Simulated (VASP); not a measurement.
# Mg8HO8 (a cell with a defect): single point with PBE

System: Mg8HO8 (a cell with a defect).

```
Mg O H
1.0
     0.00000    4.20520    4.20520
     4.20520    0.00000    4.20520
     4.20520    4.20520    0.00000
Mg O H
8 8 1
Cartesian
  -0.0018 -0.0044 -0.0464
  2.1097 2.1071 -0.0464
  2.0990 0.0064 2.1008
  4.1158 2.1947 2.1268
  0.0090 2.0964 2.1008
  2.1973 4.1132 2.1268
  2.0877 2.0851 4.2464
  4.2255 4.2229 4.2465
  2.0924 2.0898 2.0976
  4.2208 4.2182 2.0976
  4.2081 2.1025 4.1589
  6.3248 4.1910 4.2189
  2.1051 4.2055 4.1589
  4.1936 6.3222 4.2189
  4.1298 4.1272 6.3278
  6.3886 6.3860 6.3278
  5.2595 5.2569 5.7614
```

- Program: VASP 6.6.1
- Task: single point
- Functional: PBE
- Potentials or basis: VASP PAW PBE potentials, release 64 (Mg, O, H)
- Cutoff: 520 eV
- k mesh: 1 × 1 × 1
- Occupations: gaussian, width 0.05 eV
- Spin: collinear spin
- Starting moments: [0.0, 0.0, 0.0, 0.0, 0.0, 0.0, 0.0, 0.0, 0.0, 0.0, 0.09, 0.0, 0.09, 0.0, 0.09, 0.09, 0.32] μB
- Dipole correction: no
- Further INCAR settings: ALGO = Normal; EDIFF = 1e-06; NBANDS = 50

* Pressure: 17.0 GPa
* Largest force: 0.712 eV/Å
* Net moment: 1.00 μB per cell
* Site moments: Mg +0.01, +0.02, +0.00 (each value once); O -0.00, +0.02, +0.13 (each value once); H +0.26 μB
* Valence electrons inside the program's atomic spheres: Mg 0.40, 0.41, 0.43, 0.39 (each value once); O 5.18, 5.16, 5.15 (each value once); H 0.55

Forces on the atoms (eV/Å):
```
Mg  -0.008 -0.008  0.065
Mg   0.008  0.008  0.065
Mg   0.014 -0.014  0.031
Mg   0.049 -0.049  0.086
Mg  -0.014  0.014  0.031
Mg  -0.049  0.049  0.086
Mg   0.002  0.002  0.014
Mg  -0.002 -0.002  0.014
O   -0.001 -0.001  0.038
O    0.001  0.001  0.038
O    0.006 -0.006  0.062
O    0.019 -0.019 -0.009
O   -0.006  0.006  0.062
O   -0.019  0.019 -0.009
O    0.055  0.055  0.069
O   -0.056 -0.056  0.068
H    0.000  0.000 -0.712
```

Stress tensor (GPa, compression positive):
```
18.34 -0.54  0.00
-0.54 18.34  0.00
 0.00  0.00 14.21
```

Levels at points of the mesh, in eV from the Fermi level:
Spin up:
| k point | band 30 | band 31 | band 32 | band 33 | band 34 | band 35 | band 36 | band 37 |
| --- | --- | --- | --- | --- | --- | --- | --- | --- |
| (0.00, 0.00, 0.00) | -1.90 | -1.86 | -1.84 | -0.28 | 3.21 | 5.67 | 5.75 | 5.79 |
Spin down:
| k point | band 29 | band 30 | band 31 | band 32 | band 33 | band 34 | band 35 | band 36 |
| --- | --- | --- | --- | --- | --- | --- | --- | --- |
| (0.00, 0.00, 0.00) | -2.41 | -1.81 | -1.80 | -1.79 | 1.23 | 3.40 | 5.74 | 5.78 |

It took 100 s on 1 thread of Intel Xeon 8259CL, with other jobs on the host, peak memory 0.39 GiB.

Caveat: the k points lie up to 1.29 Å⁻¹ apart.
